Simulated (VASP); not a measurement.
**AgCl: single point with PBE**

AgCl:

```
CELL_PARAMETERS angstrom
0.00000 2.84110 2.84110
2.80602 0.03508 2.80602
2.80602 2.80602 0.03508
ATOMIC_POSITIONS crystal
Ag 0.50000 0.50000 0.50000
Cl 0.00000 0.00000 0.00000
```

This cell differs from its parent crystal: strain +0.0250 x Voigt [0, 0, 0, 1, 0, 0].

- Program: VASP 6.6.1
- Task: single point
- Functional: PBE
- Potentials or basis: VASP PAW PBE potentials, release 64 (Ag, Cl)
- Cutoff: 520 eV
- k mesh: 8 × 8 × 8
- Occupations: gaussian, width 0.05 eV
- Spin: no spin polarisation
- Dipole correction: no
- Further INCAR settings: ALGO = Normal; EDIFF = 1e-06; NBANDS = 16

```json
{
 "Pressure": "-0.1 GPa",
 "Band gap on the k mesh": "0.90 eV (least direct gap 3.04 eV)"
}
```

Stress tensor (GPa, compression positive):
```
-0.15  0.00  0.00
 0.00 -0.14 -0.16
 0.00 -0.16 -0.14
```

Levels at points of the mesh, in eV from the valence-band top:
| k point | band 7 | band 8 | band 9 | band 10 | band 11 | band 12 |
| --- | --- | --- | --- | --- | --- | --- |
| (0.00, 0.00, 0.00) | -2.25 | -2.20 | -2.14 | 0.90 | 10.70 | 10.85 |
| (0.50, 0.00, 0.00) | -1.71 | -0.04 | -0.02 | 4.36 | 6.27 | 7.73 |
| (0.00, 0.50, 0.00) | -1.67 | -0.02 | 0.00 | 4.28 | 6.37 | 7.57 |
| (0.50, 0.50, 0.00) | -1.88 | -1.88 | -1.82 | 2.42 | 8.06 | 8.49 |
| (0.00, 0.50, 0.50) | -1.88 | -1.88 | -1.82 | 2.41 | 8.06 | 8.50 |

It took 61 s on 1 thread of Intel Xeon 8259CL, with other jobs on the host, peak memory 0.21 GiB.

Caveat: the cell differs from its parent crystal (strain +0.0250 x Voigt [0, 0, 0, 1, 0, 0]). A k mesh can miss the band edges.
